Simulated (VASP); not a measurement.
ScTi3N3:

```
Sc Ti N
1.0
     4.36244    0.03257   -0.01012
     0.03257    4.21081    0.02327
    -0.01012    0.02327    4.22885
Sc Ti N
1 3 3
Direct
  0.01444 0.02257 0.97960
  0.51665 0.01750 0.53731
  0.46975 0.48661 0.02550
  0.97936 0.50928 0.50931
  0.49608 0.98024 0.99524
  0.02868 0.49639 0.96951
  0.99504 0.98741 0.48354
```

- Program: VASP 6.6.1
- Task: relaxation of cell and atoms
- Functional: PBE
- Potentials or basis: VASP PAW PBE potentials, release 64 (Sc_sv, Ti_sv, N)
- Cutoff: 600 eV
- k mesh: 6 × 6 × 6
- Occupations: gaussian, width 0.2 eV
- Spin: no spin polarisation

At the start: pressure 13.8 GPa; volume 11.10 Å³/atom.

Task: Where does the relaxation end?

Result: Over 14 steps the energy falls by 165.1 meV/atom and the volume is 11.43 Å³/atom (+3.0 %); space group P1 (No. 1, to 0.1 Å) before, Pm-3m (No. 221, to 0.1 Å).

Step by step:
```tsv
step	energy change (eV)	largest force (eV/Å)	pressure (GPa)	volume (Å³)
1	0.0000	3.2471	13.79	77.67
2	-0.4394	1.0842	-17.23	88.90
3	-0.7486	1.1105	-7.75	83.97
4	-1.0477	0.8884	0.71	79.93
5	-1.0510	0.8973	1.92	79.49
6	-1.1322	0.3488	0.48	79.86
7	-1.1362	0.3724	0.21	79.97
8	-1.1530	0.1502	-0.44	80.18
9	-1.1539	0.1018	-0.61	80.24
10	-1.1551	0.0471	0.68	79.75
11	-1.1554	0.0503	0.31	79.89
12	-1.1559	0.0282	0.01	80.01
13	-1.1559	0.0294	0.00	80.01
14	-1.1559	0.0068	-0.05	80.02
```

Final structure:
```yaml
crystal:
  lattice:
    - [4.30925, -0.00002, 0.00049]
    - [0.00030, 4.30911, 0.00019]
    - [-0.00041, -0.00043, 4.30921]
  atoms:
    - { symbol: Sc, position: [0.00004, 0.99996, 0.99998] }
    - { symbol: Ti, position: [0.50005, 0.00002, 0.50002] }
    - { symbol: Ti, position: [0.49993, 0.49996, 0.00011] }
    - { symbol: Ti, position: [0.00005, 0.50002, 0.49996] }
    - { symbol: N, position: [0.49998, 0.00006, 0.99997] }
    - { symbol: N, position: [0.00007, 0.49998, 0.99999] }
    - { symbol: N, position: [0.99988, 0.00001, 0.49998] }
```
